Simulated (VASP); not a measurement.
# AgBiTeSe (P4/mmm) in VASP: a series of runs

Runs on AgBiTeSe. Level: PBE. Tasks: single point.

Program: VASP 6.6.1. These are calculated values, not measurements. Logs are shortened: lines on timing, memory, paths and dates and some standing lists are left out, and cuts for length are marked.

### Step 1. The cell of the first run

It takes space group P4/mmm (No. 123, tetragonal). The conventional cell has a = 4.057 Å, b = 4.057 Å, c = 6.075 Å, α = 90.00°, β = 90.00°, γ = 90.00°. Ag (site symmetry 4/mmm) has 4 Te at 2.87 Å and 2 Se at 3.04 Å within 3.8 Å. Within 3.8 Å of Bi (site symmetry 4/mmm) lie 4 Se at 2.87 Å and 2 Te at 3.04 Å. Within 3.8 Å of Te (site symmetry 4/mmm) lie 4 Ag at 2.87 Å and 2 Bi at 3.04 Å. Se (site symmetry 4/mmm) has 4 Bi at 2.87 Å and 2 Ag at 3.04 Å within 3.8 Å.

### Step 2. Single point, PBE

INCAR

```
PREC = Accurate
ENCUT = 520
EDIFF = 1E-7
ISMEAR = -1
SIGMA = 0.1
LREAL = F
LASPH = T
NELM = 100
ALGO = Normal
ISIF = 2
LWAVE = F
LCHARG = F
GGA = PE
NBANDS = 27
```

KPOINTS

```
Automatic mesh
0
Gamma
  6 6 4
```

POSCAR

```
AgBiTeSe
1.0
    4.0571727336      0.0000000000      0.0000000000
    0.0000000000      4.0571727336      0.0000000000
    0.0000000000      0.0000000000      6.0751005803
Ag Bi Te Se
1 1 1 1
Direct
    0.0000000000      0.0000000000      0.0000000000
    0.5000000000      0.5000000000      0.5000000000
    0.5000000000      0.5000000000      0.0000000000
    0.0000000000      0.0000000000      0.5000000000
```

Potentials or basis: VASP PAW PBE potentials, release 64 (Ag, Bi_d, Te, Se).

Started as:

```
> cat potpaw_PBE.64/Ag/POTCAR potpaw_PBE.64/Bi_d/POTCAR potpaw_PBE.64/Te/POTCAR potpaw_PBE.64/Se/POTCAR > POTCAR
> mpirun -np 1 vasp_std > vasp.out
```

OUTCAR:

```text
PREC = Accurate
   ENCUT = 520
   EDIFF = 1E-7
   ISMEAR = -1
   LREAL = F
   LASPH = T
   NELM = 100
   ISIF = 2
   GGA = PE

 ion  position               nearest neighbor table
   1  0.000  0.000  0.000-   3 2.87   3 2.87   3 2.87   3 2.87   4 3.04   4 3.04
   2  0.500  0.500  0.500-   4 2.87   4 2.87   4 2.87   4 2.87   3 3.04   3 3.04
   3  0.500  0.500  0.000-   1 2.87   1 2.87   1 2.87   1 2.87   2 3.04   2 3.04
   4  0.000  0.000  0.500-   2 2.87   2 2.87   2 2.87   2 2.87   1 3.04   1 3.04

  LATTYP: Found a simple tetragonal cell.
 ALAT       =     4.0571727336
 C/A-ratio  =     1.4973729193

  Lattice vectors:

 A1 = (   4.0571727336,   0.0000000000,   0.0000000000)
 A2 = (   0.0000000000,   4.0571727336,   0.0000000000)
 A3 = (   0.0000000000,   0.0000000000,   6.0751005803)

Analysis of symmetry for initial positions (statically):
=====================================================================
 Subroutine PRICEL returns:
 Original cell was already a primitive cell.

 Routine SETGRP: Setting up the symmetry group for a
 simple tetragonal supercell.

 Subroutine GETGRP returns: Found 16 space group operations
 (whereof 16 operations were pure point group operations)
 out of a pool of 16 trial point group operations.

The static configuration has the point symmetry D_4h.

Analysis of symmetry for dynamics (positions and initial velocities):
=====================================================================
 Subroutine PRICEL returns:
 Original cell was already a primitive cell.

 Routine SETGRP: Setting up the symmetry group for a
 simple tetragonal supercell.

 Subroutine GETGRP returns: Found 16 space group operations
 (whereof 16 operations were pure point group operations)
 out of a pool of 16 trial point group operations.

The dynamic configuration has the point symmetry D_4h.

 Subroutine INISYM returns: Found 16 space group operations
 (whereof 16 operations are pure point group operations),
 and found     1 'primitive' translations

----------------------------------------------------------------------------------------

                                     Primitive cell

  volume of cell :     100.0001

  direct lattice vectors                    reciprocal lattice vectors
     4.057172734  0.000000000  0.000000000     0.246477058  0.000000000  0.000000000
     0.000000000  4.057172734  0.000000000     0.000000000  0.246477058  0.000000000
     0.000000000  0.000000000  6.075100580     0.000000000  0.000000000  0.164606328

  length of vectors
     4.057172734  4.057172734  6.075100580     0.246477058  0.246477058  0.164606328

  position of ions in fractional coordinates (direct lattice)
     0.000000000  0.000000000  0.000000000
     0.500000000  0.500000000  0.500000000
     0.500000000  0.500000000  0.000000000
     0.000000000  0.000000000  0.500000000

  ion indices of the primitive-cell ions
   primitive index   ion index
                 1           1
                 2           2
                 3           3
                 4           4

----------------------------------------------------------------------------------------

 KPOINTS: Automatic mesh

Automatic generation of k-mesh.
 Grid dimensions read from file:
 generate k-points for:    6    6    4

 Generating k-lattice:

  Cartesian coordinates                     Fractional coordinates (reciprocal lattice)
     0.041079510  0.000000000  0.000000000     0.166666667  0.000000000  0.000000000
     0.000000000  0.041079510  0.000000000     0.000000000  0.166666667  0.000000000
     0.000000000  0.000000000  0.041151582     0.000000000  0.000000000  0.250000000

  Length of vectors
     0.041079510  0.041079510  0.041151582

  Shift w.r.t. Gamma in fractional coordinates (k-lattice)
     0.000000000  0.000000000  0.000000000

 Subroutine IBZKPT returns following result:
 ===========================================

 Found     30 irreducible k-points:

 Following reciprocal coordinates:
            Coordinates               Weight
  0.000000  0.000000  0.000000      1.000000
  0.166667  0.000000  0.000000      4.000000
  0.333333  0.000000  0.000000      4.000000
  0.500000  0.000000  0.000000      2.000000
  0.166667  0.166667  0.000000      4.000000
  0.333333  0.166667  0.000000      8.000000
[... 16 lines left out ...]
  0.333333  0.000000  0.500000      4.000000
  0.500000  0.000000  0.500000      2.000000
 [... further k-points ...]
   k-points           NKPTS =     30   k-points in BZ     NKDIM =     30   number of bands    NBANDS=     27
   number of dos      NEDOS =    301   number of ions     NIONS =      4
   total plane-waves  NPLWV =  43200
   dimension x,y,z NGX =    30 NGY =   30 NGZ =   48
   dimension x,y,z NGXF=    60 NGYF=   60 NGZF=   96
   ions per type =               1   1   1   1
   NGX,Y,Z   is equivalent  to a cutoff of  12.29, 12.29, 13.14 a.u.
   NGXF,Y,Z  is equivalent  to a cutoff of  24.59, 24.59, 26.27 a.u.
 SYSTEM =  unknown system
   PREC   = accura    normal or accurate (medium, high low for compatibility)
   ISTART =      0    job   : 0-new  1-cont  2-samecut
   ICHARG =      2    charge: 1-file 2-atom 10-const
   ISPIN  =      1    spin polarized calculation?
   LNONCOLLINEAR =      F non collinear calculations
   LSORBIT =      F    spin-orbit coupling
   LASPH  =      T    aspherical Exc in radial PAW
   ENCUT  =  520.0 eV  38.22 Ry    6.18 a.u.   7.54  7.54 11.30*2*pi/ulx,y,z
   NELM   =    100;   NELMIN=  2; NELMDL= -5     # of ELM steps
   EDIFF  = 0.1E-06   stopping-criterion for ELM
   LREAL  =      F    real-space projection
   EDIFFG = 0.1E-05   stopping-criterion for IOM
   NSW    =      0    number of steps for IOM
   IBRION =     -1    ionic relax: 0-MD 1-quasi-New 2-CG
   NFREE  =      0    steps in history (QN), initial steepest desc. (CG)
   ISIF   =      2    stress and relaxation
   ISYM   =      2    0-nonsym 1-usesym 2-fastsym
   POTIM  = 0.5000    time-step for ionic-motion
   TEBEG  =    0.0;   TEEND  =   0.0 temperature during run
   PSTRESS=    0.0 pullay stress
   NELECT =      38.0000    total number of electrons
   NUPDOWN=      -1.0000    fix difference up-down
   EMIN   =  10.00;   EMAX   =-10.00  energy-range for DOS
   EFERMI =   0.00;   METHOD = LEGACY
   ISMEAR =    -1;   SIGMA  =   0.10  broadening in eV -4-tet -1-fermi 0-gaus
   EFERMI_NEDOS =   21; number of points for ismear=-14 and -15
   IALGO  =     38    algorithm
   IMIX   =      4    mixing-type and parameters
     AMIX     =   0.40;   BMIX     =  1.00
     AMIX_MAG =   1.60;   BMIX_MAG =  1.00
  volume/ion in A,a.u.               =      25.00       168.71
  Fermi-wavevector in a.u.,A,eV,Ry     =   1.185776  2.240791 19.130662  1.406064
  Thomas-Fermi vector in A             =   2.321962
   LORBIT       =      0    0 simple, 1 ext, 2 COOP (PROOUT), +10 PAW based schemes
   GGA     = PE    functional components
   LHFCALC =     F    Hartree Fock is set to
   AEXX    =    0.0000 exact exchange contribution
   IVDW    =     0    specifies the selected vdW correction
   LEPSILON=     F    determine dielectric tensor
   LRPA    =     F    only Hartree local field effects (RPA)
 non-spin polarized calculation
  energy-cutoff  :      520.00
  volume of cell :      100.00
 maximum number of plane-waves:      2716
   NGX = 15   NGY = 15   NGZ = 23

 number of electron      38.0000000 magnetization

 Free energy of the ion-electron system (eV)
  ---------------------------------------------------
  ext. energy  EPLUGINS =         0.00000000
  ---------------------------------------------------
  free energy    TOTEN  =       -13.58963570 eV

  energy without entropy =      -13.55441550  energy(sigma->0) =      -13.57202560

 E-fermi :   7.1999     XC(G=0): -10.3028

 val. band max:        7.1010603898   @ k =   0.5000   0.1667   0.0000
 cond. band min:       7.2173294224   @ k =   0.5000   0.5000   0.0000
 fundamental gap:      0.1162690326
 Fermi energy:         7.1998638648

 k-point     1 :       0.0000    0.0000    0.0000
  band No.  band energies     occupation
      1     -16.3195      2.00000
      2     -16.3041      2.00000
      3     -16.2777      2.00000
      4     -16.2351      2.00000
      5     -16.2351      2.00000
      6      -7.8047      2.00000
[... 19 lines left out ...]
     26      13.9386      0.00000
     27      14.2899      0.00000

 k-point     2 :       0.1667    0.0000    0.0000
  band No.  band energies     occupation
      1     -16.3138      2.00000
      2     -16.3090      2.00000
      3     -16.2725      2.00000
      4     -16.2375      2.00000
      5     -16.2349      2.00000
      6      -7.5980      2.00000
[... 19 lines left out ...]
     26      14.0975      0.00000
     27      14.6352      0.00000

 k-point     3 :       0.3333    0.0000    0.0000
  band No.  band energies     occupation
      1     -16.3188      2.00000
      2     -16.3049      2.00000
      3     -16.2597      2.00000
      4     -16.2422      2.00000
      5     -16.2345      2.00000
      6      -7.0134      2.00000
[... 19 lines left out ...]
     26      14.1408      0.00000
     27      14.5715      0.00000

 k-point     4 :       0.5000    0.0000    0.0000
  band No.  band energies     occupation
      1     -16.3237      2.00000
      2     -16.3015      2.00000
      3     -16.2522      2.00000
      4     -16.2446      2.00000
      5     -16.2342      2.00000
      6      -6.4310      2.00000
[... 19 lines left out ...]
     26      13.2707      0.00000
     27      15.0998      0.00000
[... 516 lines left out ...]
      4     -16.2378      2.00000
      5     -16.2352      2.00000
      6      -7.4747      2.00000
[... 19 lines left out ...]
     26      13.4247      0.00000
     27      14.8399      0.00000

 k-point    23 :       0.3333    0.0000    0.5000
  band No.  band energies     occupation
      1     -16.3188      2.00000
      2     -16.3049      2.00000
      3     -16.2589      2.00000
      4     -16.2426      2.00000
      5     -16.2348      2.00000
      6      -6.9090      2.00000
[... 19 lines left out ...]
     26      13.8813      0.00000
     27      14.3039      0.00000

 k-point    24 :       0.5000    0.0000    0.5000
  band No.  band energies     occupation
      1     -16.3238      2.00000
      2     -16.3014      2.00000
      3     -16.2515      2.00000
      4     -16.2451      2.00000
      5     -16.2346      2.00000
      6      -6.3980      2.00000
[... 19 lines left out ...]
     26      13.9131      0.00000
     27      16.4636      0.00000

 [... further k-points ...]

------------------------ aborting loop because EDIFF is reached ----------------------------------------

  FORCE on cell =-STRESS in cart. coord.  units (eV):
  Direction    XX          YY          ZZ          XY          YZ          ZX
  --------------------------------------------------------------------------------------
  -------------------------------------------------------------------------------------
  Total        4.3584317      4.3584317      4.9707066      0.0000000      0.0000000     -0.0000000
  in kB       69.8297288     69.8297288     79.6394476      0.0000000      0.0000000     -0.0000000
  external PRESSURE =      73.0996350 kB  Pullay stress =       0.0000000 kB

 VOLUME and BASIS-vectors are now :
 -----------------------------------------------------------------------------
  energy-cutoff  :      520.00
  volume of cell :      100.00
      direct lattice vectors                 reciprocal lattice vectors
     4.057172734  0.000000000  0.000000000     0.246477058  0.000000000  0.000000000
     0.000000000  4.057172734  0.000000000     0.000000000  0.246477058  0.000000000
     0.000000000  0.000000000  6.075100580     0.000000000  0.000000000  0.164606328

 POSITION                                       TOTAL-FORCE (eV/Angst)
 -----------------------------------------------------------------------------------
      0.00000      0.00000      0.00000         0.000000      0.000000      0.000000
      2.02859      2.02859      3.03755         0.000000      0.000000      0.000000
      2.02859      2.02859      0.00000         0.000000      0.000000      0.000000
      0.00000      0.00000      3.03755         0.000000      0.000000      0.000000
 -----------------------------------------------------------------------------------
    total drift:                                0.000000      0.000000      0.000000

  FREE ENERGIE OF THE ION-ELECTRON SYSTEM (eV)
  ---------------------------------------------------
  free  energy   TOTEN  =       -13.5896357005 eV

  energy  without entropy=      -13.5544155033  energy(sigma->0) =      -13.57202560
```

It took 41 s on 1 thread of Intel Xeon 6975P-C (Granite Rapids), shared host; peak memory 0.26 GiB.

Results:

* Free energy: -13.5896 eV
* Pressure: 7.3 GPa
* Band gap on the k mesh: zero (bands 19 and 20 overlap by 0.70 eV)

Levels at points of the mesh, in eV from the Fermi level:
```
           k point  band 17  band 18  band 19  band 20  band 21  band 22
(0.00, 0.00, 0.00)    -1.56    -1.17    -1.17     1.27     3.31     4.29
(0.50, 0.00, 0.00)    -2.39    -1.37    -0.43    -0.41     1.66     4.46
(0.50, 0.50, 0.00)    -3.28    -3.28    -2.76     0.02     3.58     3.58
(0.00, 0.00, 0.50)    -1.87    -1.43    -1.43     0.08     3.42     3.73
(0.50, 0.00, 0.50)    -0.77    -0.44    -0.31    -0.15    -0.15     1.01
(0.50, 0.50, 0.50)    -3.56    -2.64    -0.77     0.46     2.31     4.92
```

Caveat: the cell stands under pressure; spin-orbit coupling is left out, which moves the levels of the heavy elements.

[end of part 1 of 2]

The gap in the log of VASP goes by the Fermi energy; the results here count the filled bands.